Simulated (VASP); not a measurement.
# Tm2MgC2 (Pn-3m) in VASP: single point with PBE

Aim: the single point of Tm2MgC2 with PBE.

Program: VASP 6.6.1. These are calculated values, not measurements. Logs are shortened: lines on timing, memory, paths and dates and some standing lists are left out, and cuts for length are marked.

**1. The cell of the first run**

The structure is cubic, space group Pn-3m (No. 224). The conventional cell has a = 5.417 Å, b = 5.417 Å, c = 5.417 Å, α = 90.00°, β = 90.00°, γ = 90.00°. Tm (site symmetry -3m) has 2 Mg at 2.35 Å and 6 C at 2.71 Å within 3.1 Å. Mg (site symmetry -43m) has 4 Tm at 2.35 Å and 4 C at 2.35 Å within 3.1 Å. Within 3.1 Å of C (site symmetry -3m) lie 2 Mg at 2.35 Å and 6 Tm at 2.71 Å.

The cell was built from a structure type or drawn by symmetry, and may not be a known phase.

**2. Single point, PBE**

The input, INCAR:

```
SYSTEM = Tm2MgC2
PREC = Accurate ; ENCUT = 600
EDIFF = 1E-6 ; ISMEAR = 0
SIGMA = 0.2 ; LREAL = .FALSE.
LASPH = .TRUE. ; NELM = 200
ALGO = Normal ; ISIF = 2
LWAVE = .FALSE. ; LCHARG = .FALSE.
GGA = PE ; NBANDS = 39
GGA_COMPAT = .FALSE. ; LMAXMIX = 6
```

The input, KPOINTS:

```
Automatic mesh
0
G
  3 3 3
  0 0 0
```

The input, POSCAR:

```
Tm2MgC2
1.0
    5.4165389569      0.0000000000      0.0000000000
    0.0000000000      5.4165389569      0.0000000000
    0.0000000000      0.0000000000      5.4165389569
Tm Mg C
4 2 4
Direct
    0.7500000000      0.7500000000      0.7500000000
    0.2500000000      0.2500000000      0.7500000000
    0.2500000000      0.7500000000      0.2500000000
    0.7500000000      0.2500000000      0.2500000000
    0.0000000000      0.0000000000      0.0000000000
    0.5000000000      0.5000000000      0.5000000000
    0.2500000000      0.2500000000      0.2500000000
    0.7500000000      0.7500000000      0.2500000000
    0.7500000000      0.2500000000      0.7500000000
    0.2500000000      0.7500000000      0.7500000000
```

Potentials or basis: VASP PAW PBE potentials, release 64 (Tm_3, Mg, C), 4f in core.

Command:

```console
cat potpaw_PBE.64/Tm_3/POTCAR potpaw_PBE.64/Mg/POTCAR potpaw_PBE.64/C/POTCAR > POTCAR
mpirun -np 1 vasp_std > vasp.out
```

OUTCAR:

```text
SYSTEM = Tm2MgC2
   PREC = Accurate
   ENCUT = 600
   EDIFF = 1E-6
   ISMEAR = 0
   LREAL = .FALSE.
   LASPH = .TRUE.
   NELM = 200
   ISIF = 2
   GGA = PE

 ion  position               nearest neighbor table
   1  0.750  0.750  0.750-   5 2.35   6 2.35   8 2.71   9 2.71  10 2.71   8 2.71   9 2.71  10 2.71

   2  0.250  0.250  0.750-   5 2.35   6 2.35   7 2.71   9 2.71  10 2.71   7 2.71  10 2.71   9 2.71

   3  0.250  0.750  0.250-   5 2.35   6 2.35   7 2.71   8 2.71  10 2.71  10 2.71   7 2.71   8 2.71
[... 11 lines left out ...]
   9  0.750  0.250  0.750-   5 2.35   6 2.35   4 2.71   1 2.71   2 2.71   4 2.71   1 2.71   2 2.71

  10  0.250  0.750  0.750-   5 2.35   6 2.35   3 2.71   1 2.71   2 2.71   3 2.71   2 2.71   1 2.71

  LATTYP: Found a simple cubic cell.
 ALAT       =     5.4165389569

  Lattice vectors:

 A1 = (   5.4165389569,   0.0000000000,   0.0000000000)
 A2 = (   0.0000000000,   5.4165389569,   0.0000000000)
 A3 = (   0.0000000000,   0.0000000000,   5.4165389569)

Analysis of symmetry for initial positions (statically):
=====================================================================
 Subroutine PRICEL returns:
 Original cell was already a primitive cell.

 Routine SETGRP: Setting up the symmetry group for a
 simple cubic supercell.

 Subroutine GETGRP returns: Found 48 space group operations
 (whereof 24 operations were pure point group operations)
 out of a pool of 48 trial point group operations.

The static configuration has the point symmetry T_d .
 The point group associated with its full space group is O_h .

Analysis of symmetry for dynamics (positions and initial velocities):
=====================================================================
 Subroutine PRICEL returns:
 Original cell was already a primitive cell.

 Routine SETGRP: Setting up the symmetry group for a
 simple cubic supercell.

 Subroutine GETGRP returns: Found 48 space group operations
 (whereof 24 operations were pure point group operations)
 out of a pool of 48 trial point group operations.

The dynamic configuration has the point symmetry T_d .
 The point group associated with its full space group is O_h .

 Subroutine INISYM returns: Found 48 space group operations
 (whereof 24 operations are pure point group operations),
 and found     1 'primitive' translations

[... 94 lines left out ...]
   NFREE  =      0    steps in history (QN), initial steepest desc. (CG)
   ISIF   =      2    stress and relaxation
   ISYM   =      2    0-nonsym 1-usesym 2-fastsym
   POTIM  = 0.5000    time-step for ionic-motion
   TEBEG  =    0.0;   TEEND  =   0.0 temperature during run
   PSTRESS=    0.0 pullay stress
   NELECT =      56.0000    total number of electrons
   NUPDOWN=      -1.0000    fix difference up-down
   EMIN   =  10.00;   EMAX   =-10.00  energy-range for DOS
   EFERMI =   0.00;   METHOD = LEGACY
   ISMEAR =     0;   SIGMA  =   0.20  broadening in eV -4-tet -1-fermi 0-gaus
   EFERMI_NEDOS =   21; number of points for ismear=-14 and -15
   IALGO  =     38    algorithm
   IMIX   =      4    mixing-type and parameters
     AMIX     =   0.40;   BMIX     =  1.00
     AMIX_MAG =   1.60;   BMIX_MAG =  1.00
  volume/ion in A,a.u.               =      15.89       107.24
  Fermi-wavevector in a.u.,A,eV,Ry     =   1.156331  2.185149 18.192380  1.337102
  Thomas-Fermi vector in A             =   2.292952
   LORBIT       =      0    0 simple, 1 ext, 2 COOP (PROOUT), +10 PAW based schemes
   GGA     = PE    functional components
   LHFCALC =     F    Hartree Fock is set to
   AEXX    =    0.0000 exact exchange contribution
   IVDW    =     0    specifies the selected vdW correction
   LEPSILON=     F    determine dielectric tensor
   LRPA    =     F    only Hartree local field effects (RPA)
 non-spin polarized calculation
 Gauss-broadening in eV      SIGMA  =   0.20
  energy-cutoff  :      600.00
  volume of cell :      158.92
 maximum number of plane-waves:      5377
 NGX is ok and might be reduce to    48
   NGX = 21   NGY = 21   NGZ = 21

 number of electron      56.0000005 magnetization

 Free energy of the ion-electron system (eV)
  ---------------------------------------------------
  ext. energy  EPLUGINS =         0.00000000
  ---------------------------------------------------
  free energy    TOTEN  =       -48.64950022 eV

  energy without entropy =      -48.59032015  energy(sigma->0) =      -48.61991018

 E-fermi :   3.8438     XC(G=0): -10.7285

 val. band max:        3.7867717248   @ k =   0.3333   0.0000   0.0000
 cond. band min:       3.8868153959   @ k =   0.0000   0.0000   0.0000
 fundamental gap:      0.1000436711
 Fermi energy:         3.8437647602

 k-point     1 :       0.0000    0.0000    0.0000
  band No.  band energies     occupation
      1     -22.0482      2.00000
      2     -21.8481      2.00000
      3     -21.8481      2.00000
      4     -21.8481      2.00000
      5     -21.1830      2.00000
      6     -21.1830      2.00000
[... 157 lines left out ...]
     38       8.7096      0.00000
     39       8.7271      0.00000

------------------------ aborting loop because EDIFF is reached ----------------------------------------

  FORCE on cell =-STRESS in cart. coord.  units (eV):
  Direction    XX          YY          ZZ          XY          YZ          ZX
  --------------------------------------------------------------------------------------
  -------------------------------------------------------------------------------------
  Total        0.5930122      0.5930122      0.5930122     -0.0000000     -0.0000000     -0.0000000
  in kB        5.9787250      5.9787250      5.9787250     -0.0000000     -0.0000000     -0.0000000
  external PRESSURE =       5.9787250 kB  Pullay stress =       0.0000000 kB

 VOLUME and BASIS-vectors are now :
 -----------------------------------------------------------------------------
  energy-cutoff  :      600.00
  volume of cell :      158.92
      direct lattice vectors                 reciprocal lattice vectors
     5.416538957  0.000000000  0.000000000     0.184619737  0.000000000  0.000000000
     0.000000000  5.416538957  0.000000000     0.000000000  0.184619737  0.000000000
     0.000000000  0.000000000  5.416538957     0.000000000  0.000000000  0.184619737

 POSITION                                       TOTAL-FORCE (eV/Angst)
 -----------------------------------------------------------------------------------
      4.06240      4.06240      4.06240         0.000000     -0.000000      0.000000
      1.35413      1.35413      4.06240        -0.000000      0.000000      0.000000
      1.35413      4.06240      1.35413        -0.000000      0.000000      0.000000
      4.06240      1.35413      1.35413         0.000000      0.000000     -0.000000
      0.00000      0.00000      0.00000         0.000000     -0.000000      0.000000
      2.70827      2.70827      2.70827        -0.000000     -0.000000     -0.000000
      1.35413      1.35413      1.35413         0.000000      0.000000     -0.000000
      4.06240      4.06240      1.35413        -0.000000      0.000000     -0.000000
      4.06240      1.35413      4.06240        -0.000000      0.000000     -0.000000
      1.35413      4.06240      4.06240         0.000000     -0.000000     -0.000000
 -----------------------------------------------------------------------------------
    total drift:                                0.000000     -0.000000     -0.000000

  FREE ENERGIE OF THE ION-ELECTRON SYSTEM (eV)
  ---------------------------------------------------
  free  energy   TOTEN  =       -48.6495002163 eV

  energy  without entropy=      -48.5903201501  energy(sigma->0) =      -48.61991018
```

OSZICAR:

```text
N       E                     dE             d eps       ncg     rms          rms(c)
DAV:   1     0.497784503180E+03    0.49778E+03   -0.23805E+04   312   0.152E+03
DAV:   2     0.287838743739E+02   -0.46900E+03   -0.45722E+03   312   0.533E+02
DAV:   3    -0.482853610464E+02   -0.77069E+02   -0.73456E+02   531   0.131E+02
DAV:   4    -0.549543467315E+02   -0.66690E+01   -0.65556E+01   528   0.337E+01
DAV:   5    -0.551134672897E+02   -0.15912E+00   -0.15785E+00   520   0.618E+00    0.417E+01
DAV:   6    -0.490581193576E+02    0.60553E+01   -0.58037E+01   416   0.210E+01    0.306E+01
DAV:   7    -0.486343238165E+02    0.42380E+00   -0.40893E+00   464   0.837E+00    0.199E+01
DAV:   8    -0.486914005984E+02   -0.57077E-01   -0.45612E-01   456   0.353E+00    0.505E+00
DAV:   9    -0.486492472481E+02    0.42153E-01   -0.19373E-01   440   0.137E+00    0.656E-01
DAV:  10    -0.486503094337E+02   -0.10622E-02   -0.11660E-02   472   0.542E-01    0.244E-01
DAV:  11    -0.486494825378E+02    0.82690E-03   -0.36505E-03   432   0.213E-01    0.477E-02
DAV:  12    -0.486495029722E+02   -0.20434E-04   -0.28465E-04   504   0.738E-02    0.199E-02
DAV:  13    -0.486495010555E+02    0.19167E-05   -0.38075E-06   368   0.115E-02    0.176E-02
DAV:  14    -0.486495002163E+02    0.83923E-06   -0.77055E-06   368   0.891E-03
   1 F= -.48649500E+02 E0= -.48619910E+02  d E =-.591801E-01
```

stdout:

```text
POSCAR found type information on POSCAR TmMgC
 POSCAR found :  3 types and      10 ions
 scaLAPACK will be used
 LDA part: xc-table for (Slater+PW92), standard interpolation
 POSCAR, INCAR and KPOINTS ok, starting setup
 FFT: planning ... GRIDC
 FFT: planning ... GRID_SOFT
 FFT: planning ... GRID
 WAVECAR not read
 entering main loop
```

It took 46 s on 1 thread of Intel Xeon Platinum 8259CL at 2.50GHz (Skylake/Cascade Lake), shared host; peak memory 0.32 GiB.

What came out:

| Property | Result |
| --- | --- |
| Free energy | -48.6495 eV |
| Pressure | 0.6 GPa |
| Band gap on the k mesh | zero (bands 28 and 29 overlap by 0.10 eV) |

Caveat: the k points lie up to 0.39 Å⁻¹ apart; spin-orbit coupling is left out, which moves the levels of the heavy elements; the 4f electrons are frozen in the core, so they carry no moment and show no levels.
